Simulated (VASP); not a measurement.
Pb, 1 atom in the cell. The structure is tetragonal, space group I4/mmm (No. 139). Conventional cell: a = 3.493 Å, b = 3.493 Å, c = 4.866 Å, α = 90.00°, β = 90.00°, γ = 90.00°. Pb (site symmetry 4/mmm) has 12 Pb at 3.47 to 3.49 Å within 4.6 Å.  This cell differs from its parent crystal: strain -0.0150 x Voigt [0, 0, 1, 0, 0, 0].

```yaml
Program: VASP 6.6.1
Task: single point
Functional: PBE
Potentials_or_basis: VASP PAW PBE potentials, release 64 (Pb_d)
Cutoff: 520 eV
k_mesh: 16 × 16 × 16
Occupations: gaussian, width 0.15 eV
Spin: no spin polarisation
Dipole_correction: no
Further_INCAR_settings: ALGO = Normal; EDIFF = 1e-06; NBANDS = 13
```

Potentials or basis: VASP PAW PBE potentials, release 64 (Pb_d).

Launch:

```console
$ cat potpaw_PBE.64/Pb_d/POTCAR > POTCAR
$ mpirun -np 1 vasp_std > vasp.out
```

Hardware: 1 thread of Intel(R) Xeon(R) 6975P-C (Granite Rapids), with other jobs on the host.

**Question.** Estimate the wall time of this run.

**Answer.** Wall time 44 s on 1 thread of Intel(R) Xeon(R) 6975P-C (Granite Rapids), with other jobs on the host, peak memory 0.25 GiB. Counts: scf iterations 11, k points 349.
